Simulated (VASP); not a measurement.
# Ru (P6_3/mmc) in VASP: further runs

The runs below take Ru through single point, with PBEsol.

All numbers are computed with VASP 6.6.1; they aren't measurements. Logs are shortened: lines on timing, memory, paths and dates and some standing lists are left out, and cuts for length are marked.

## Step 1: The cell of the first run

Symmetry: P6_3/mmc, No. 194, hexagonal system. Conventional cell: a = 2.706 Å, b = 2.706 Å, c = 4.282 Å, α = 90.00°, β = 90.00°, γ = 120.00°. Within 3.5 Å of Ru (site symmetry -6m2) lie 12 Ru at 2.65 to 2.71 Å.

## Step 2: Single point, PBEsol

INCAR

```
PREC     = Accurate       # precision mode
ENCUT    = 520            # plane-wave cutoff, eV
EDIFF    = 1E-6           # SCF threshold, eV
ISMEAR   = -1             # smearing method
SIGMA    = 0.03           # smearing width, eV
LREAL    = F              # projectors in reciprocal space
LASPH    = T              # aspherical terms in the spheres
NELM     = 100            # most SCF steps
ALGO     = Normal         # electronic algorithm
ISIF     = 2              # what is computed and relaxed
LWAVE    = F              # write WAVECAR
LCHARG   = F              # write CHGCAR
GGA      = PS             # functional
NBANDS   = 21             # bands
```

KPOINTS

```
Automatic mesh
0
Gamma
  14 14 8
```

POSCAR

```
Ru
1.0
    2.7057993342      0.0000000000      0.0000000000
   -1.3528996671      2.3432909610      0.0000000000
    0.0000000000      0.0000000000      4.2819000000
Ru
2
Direct
    0.3333333333      0.6666666667      0.2500000000
    0.6666666667      0.3333333333      0.7500000000
```

Potentials or basis: VASP PAW PBE potentials, release 64 (Ru_pv).

The run is started by

```console
cat potpaw_PBE.64/Ru_pv/POTCAR > POTCAR
mpirun -np 1 vasp_std > vasp.out
```

OUTCAR:

```text
PREC = Accurate
   ENCUT = 520
   EDIFF = 1E-6
   ISMEAR = -1
   LREAL = F
   LASPH = T
   NELM = 100
   ISIF = 2
   GGA = PS

 ion  position               nearest neighbor table
   1  0.333  0.667  0.250-   2 2.65   2 2.65   2 2.65   2 2.65   2 2.65   2 2.65
   2  0.667  0.333  0.750-   1 2.65   1 2.65   1 2.65   1 2.65   1 2.65   1 2.65

  LATTYP: Found a hexagonal cell.
 ALAT       =     2.7057993342
 C/A-ratio  =     1.5824898565

  Lattice vectors:

 A1 = (   2.7057993342,   0.0000000000,   0.0000000000)
 A2 = (  -1.3528996671,   2.3432909610,   0.0000000000)
 A3 = (   0.0000000000,   0.0000000000,   4.2819000000)

Analysis of symmetry for initial positions (statically):
=====================================================================
 Subroutine PRICEL returns:
 Original cell was already a primitive cell.

 Routine SETGRP: Setting up the symmetry group for a
 hexagonal supercell.

 Subroutine GETGRP returns: Found 24 space group operations
 (whereof 12 operations were pure point group operations)
 out of a pool of 24 trial point group operations.

The static configuration has the point symmetry D_3d.
 The point group associated with its full space group is D_6h.

Analysis of symmetry for dynamics (positions and initial velocities):
=====================================================================
 Subroutine PRICEL returns:
 Original cell was already a primitive cell.

 Routine SETGRP: Setting up the symmetry group for a
 hexagonal supercell.

 Subroutine GETGRP returns: Found 24 space group operations
 (whereof 12 operations were pure point group operations)
 out of a pool of 24 trial point group operations.

The dynamic configuration has the point symmetry D_3d.
 The point group associated with its full space group is D_6h.

 Subroutine INISYM returns: Found 24 space group operations
 (whereof 12 operations are pure point group operations),
 and found     1 'primitive' translations

----------------------------------------------------------------------------------------

                                     Primitive cell

  volume of cell :      27.1493

  direct lattice vectors                    reciprocal lattice vectors
     2.705799334  0.000000000  0.000000000     0.369576556  0.213375124  0.000000000
    -1.352899667  2.343290961  0.000000000     0.000000000  0.426750249  0.000000000
     0.000000000  0.000000000  4.281900000     0.000000000  0.000000000  0.233541185

  length of vectors
     2.705799334  2.705799334  4.281900000     0.426750249  0.426750249  0.233541185

  position of ions in fractional coordinates (direct lattice)
     0.333333333  0.666666667  0.250000000
     0.666666667  0.333333333  0.750000000

  ion indices of the primitive-cell ions
   primitive index   ion index
                 1           1
                 2           2

----------------------------------------------------------------------------------------

 KPOINTS: Automatic mesh

Automatic generation of k-mesh.
 Grid dimensions read from file:
 generate k-points for:   14   14    8

 Generating k-lattice:

  Cartesian coordinates                     Fractional coordinates (reciprocal lattice)
     0.026398325  0.015241080  0.000000000     0.071428571  0.000000000  0.000000000
     0.000000000  0.030482161  0.000000000     0.000000000  0.071428571  0.000000000
     0.000000000  0.000000000  0.029192648     0.000000000  0.000000000  0.125000000

  Length of vectors
     0.030482161  0.030482161  0.029192648

  Shift w.r.t. Gamma in fractional coordinates (k-lattice)
     0.000000000  0.000000000  0.000000000

 Subroutine IBZKPT returns following result:
 ===========================================

 Found    120 irreducible k-points:

 Following reciprocal coordinates:
            Coordinates               Weight
  0.000000  0.000000  0.000000      1.000000
  0.071429 -0.000000  0.000000      6.000000
  0.142857  0.000000  0.000000      6.000000
  0.214286 -0.000000  0.000000      6.000000
  0.285714  0.000000  0.000000      6.000000
  0.357143 -0.000000  0.000000      6.000000
[... 16 lines left out ...]
  0.285714  0.285714  0.000000      6.000000
  0.357143  0.285714  0.000000      6.000000
 [... further k-points ...]
   k-points           NKPTS =    120   k-points in BZ     NKDIM =    120   number of bands    NBANDS=     21
   number of dos      NEDOS =    301   number of ions     NIONS =      2
   total plane-waves  NPLWV =  12800
   dimension x,y,z NGX =    20 NGY =   20 NGZ =   32
   dimension x,y,z NGXF=    40 NGYF=   40 NGZF=   64
   ions per type =               2
   NGX,Y,Z   is equivalent  to a cutoff of  12.29, 12.29, 12.42 a.u.
   NGXF,Y,Z  is equivalent  to a cutoff of  24.58, 24.58, 24.85 a.u.
 SYSTEM =  unknown system
   PREC   = accura    normal or accurate (medium, high low for compatibility)
   ISTART =      0    job   : 0-new  1-cont  2-samecut
   ICHARG =      2    charge: 1-file 2-atom 10-const
   ISPIN  =      1    spin polarized calculation?
   LNONCOLLINEAR =      F non collinear calculations
   LSORBIT =      F    spin-orbit coupling
   LASPH  =      T    aspherical Exc in radial PAW
   ENCUT  =  520.0 eV  38.22 Ry    6.18 a.u.   5.03  5.03  7.96*2*pi/ulx,y,z
   NELM   =    100;   NELMIN=  2; NELMDL= -5     # of ELM steps
   EDIFF  = 0.1E-05   stopping-criterion for ELM
   LREAL  =      F    real-space projection
   EDIFFG = 0.1E-04   stopping-criterion for IOM
   NSW    =      0    number of steps for IOM
   IBRION =     -1    ionic relax: 0-MD 1-quasi-New 2-CG
   NFREE  =      0    steps in history (QN), initial steepest desc. (CG)
   ISIF   =      2    stress and relaxation
   ISYM   =      2    0-nonsym 1-usesym 2-fastsym
   POTIM  = 0.5000    time-step for ionic-motion
   TEBEG  =    0.0;   TEEND  =   0.0 temperature during run
   PSTRESS=    0.0 pullay stress
   NELECT =      28.0000    total number of electrons
   NUPDOWN=      -1.0000    fix difference up-down
   EMIN   =  10.00;   EMAX   =-10.00  energy-range for DOS
   EFERMI =   0.00;   METHOD = LEGACY
   ISMEAR =    -1;   SIGMA  =   0.03  broadening in eV -4-tet -1-fermi 0-gaus
   EFERMI_NEDOS =   21; number of points for ismear=-14 and -15
   IALGO  =     38    algorithm
   IMIX   =      4    mixing-type and parameters
     AMIX     =   0.40;   BMIX     =  1.00
     AMIX_MAG =   1.60;   BMIX_MAG =  1.00
  volume/ion in A,a.u.               =      13.57        91.61
  Fermi-wavevector in a.u.,A,eV,Ry     =   1.654022  3.125649 37.222686  2.735790
  Thomas-Fermi vector in A             =   2.742361
   LORBIT       =      0    0 simple, 1 ext, 2 COOP (PROOUT), +10 PAW based schemes
   GGA     = PS    functional components
   LHFCALC =     F    Hartree Fock is set to
   AEXX    =    0.0000 exact exchange contribution
   IVDW    =     0    specifies the selected vdW correction
   LEPSILON=     F    determine dielectric tensor
   LRPA    =     F    only Hartree local field effects (RPA)
 non-spin polarized calculation
  energy-cutoff  :      520.00
  volume of cell :       27.15
 maximum number of plane-waves:       752
 NGX is ok and might be reduce to    20
   NGX =  9   NGY =  9   NGZ = 15

 number of electron      28.0000008 magnetization

 Free energy of the ion-electron system (eV)
  ---------------------------------------------------
  ext. energy  EPLUGINS =         0.00000000
  ---------------------------------------------------
  free energy    TOTEN  =       -20.32889305 eV

  energy without entropy =      -20.32201847  energy(sigma->0) =      -20.32545576

 E-fermi :  12.6863     XC(G=0): -14.2820

 val. band max:       12.6716646490   @ k =   0.2857   0.1429   0.1250
 cond. band min:      12.6905664931   @ k =   0.0000   0.0000   0.3750
 fundamental gap:      0.0189018441
 Fermi energy:        12.6863392337

 k-point     1 :       0.0000    0.0000    0.0000
  band No.  band energies     occupation
      1     -30.9059      2.00000
      2     -29.9598      2.00000
      3     -29.9598      2.00000
      4     -29.7886      2.00000
      5     -29.7886      2.00000
      6     -29.7551      2.00000
[... 13 lines left out ...]
     20      22.9773      0.00000
     21      23.0892      0.00000

 k-point     2 :       0.0714   -0.0000    0.0000
  band No.  band energies     occupation
      1     -30.8884      2.00000
      2     -29.9970      2.00000
      3     -29.9724      2.00000
      4     -29.8276      2.00000
      5     -29.7937      2.00000
      6     -29.7632      2.00000
[... 13 lines left out ...]
     20      22.9772      0.00000
     21      23.0752      0.00000

 k-point     3 :       0.1429    0.0000    0.0000
  band No.  band energies     occupation
      1     -30.8376      2.00000
      2     -30.1015      2.00000
      3     -30.0068      2.00000
      4     -29.9350      2.00000
      5     -29.8087      2.00000
      6     -29.7876      2.00000
[... 13 lines left out ...]
     20      22.9772      0.00000
     21      23.0415      0.00000

 k-point     4 :       0.2143   -0.0000    0.0000
  band No.  band energies     occupation
      1     -30.7587      2.00000
      2     -30.2525      2.00000
      3     -30.0859      2.00000
      4     -30.0547      2.00000
      5     -29.8319      2.00000
      6     -29.8283      2.00000
[... 13 lines left out ...]
     20      22.9770      0.00000
     21      23.0132      0.00000

 k-point     5 :       0.2857    0.0000    0.0000
  band No.  band energies     occupation
      1     -30.6601      2.00000
      2     -30.4200      2.00000
      3     -30.2481      2.00000
      4     -30.1061      2.00000
      5     -29.8843      2.00000
      6     -29.8590      2.00000
[... 13 lines left out ...]
     20      22.9766      0.00000
     21      22.9965      0.00000
[... 382 lines left out ...]
     20      22.9730      0.00000
     21      23.1888      0.00000

 k-point    22 :       0.3571    0.2143    0.0000
  band No.  band energies     occupation
      1     -30.6188      2.00000
      2     -30.4443      2.00000
      3     -30.3459      2.00000
      4     -30.3253      2.00000
      5     -30.1088      2.00000
      6     -30.0944      2.00000
[... 13 lines left out ...]
     20      22.9763      0.00000
     21      22.9833      0.00000

 k-point    23 :       0.2857    0.2857    0.0000
  band No.  band energies     occupation
      1     -30.5798      2.00000
      2     -30.4515      2.00000
      3     -30.3316      2.00000
      4     -30.3252      2.00000
      5     -30.1489      2.00000
      6     -30.1209      2.00000
[... 13 lines left out ...]
     20      22.9769      0.00000
     21      22.9791      0.00000

 k-point    24 :       0.3571    0.2857    0.0000
  band No.  band energies     occupation
      1     -30.5831      2.00000
      2     -30.3995      2.00000
      3     -30.3952      2.00000
      4     -30.2698      2.00000
      5     -30.1850      2.00000
      6     -30.1767      2.00000
[... 13 lines left out ...]
     20      22.9778      0.00000
     21      22.9783      0.00000

 [... further k-points ...]
[... 5 lines left out ...]
  --------------------------------------------------------------------------------------
  -------------------------------------------------------------------------------------
  Total       -0.9501304     -0.9501304     -1.2967195     -0.0000000      0.0000000      0.0000000
  in kB      -56.0706357    -56.0706357    -76.5241112     -0.0000000      0.0000000      0.0000000
  external PRESSURE =     -62.8884609 kB  Pullay stress =       0.0000000 kB

 VOLUME and BASIS-vectors are now :
 -----------------------------------------------------------------------------
  energy-cutoff  :      520.00
  volume of cell :       27.15
      direct lattice vectors                 reciprocal lattice vectors
     2.705799334  0.000000000  0.000000000     0.369576556  0.213375124  0.000000000
    -1.352899667  2.343290961  0.000000000     0.000000000  0.426750249  0.000000000
     0.000000000  0.000000000  4.281900000     0.000000000  0.000000000  0.233541185

 POSITION                                       TOTAL-FORCE (eV/Angst)
 -----------------------------------------------------------------------------------
     -0.00000      1.56219      1.07048        -0.000000      0.000000      0.000000
      1.35290      0.78110      3.21143         0.000000     -0.000000      0.000000
 -----------------------------------------------------------------------------------
    total drift:                               -0.000000      0.000000     -0.000000

  FREE ENERGIE OF THE ION-ELECTRON SYSTEM (eV)
  ---------------------------------------------------
  free  energy   TOTEN  =       -20.3288930463 eV

  energy  without entropy=      -20.3220184660  energy(sigma->0) =      -20.32545576
```

Wall time 22 s (1 thread of AMD EPYC 9R45 (Zen 5), shared host); peak memory 0.14 GiB.

What came out:

```yaml
Free_energy: -20.3289 eV
Pressure: -6.3 GPa
Band_gap_on_the_k_mesh: zero (band 14 reaches 14.34 eV, above the bottom of band 15 at 11.19 eV)
```

Stress tensor (GPa, compression positive):
```
-5.61  0.00  0.00
 0.00 -5.61  0.00
 0.00  0.00 -7.65
```

Caveat: the PAW data sets were made with another functional, which shifts forces and pressure a little.

(Continued in part 2 of 2.)
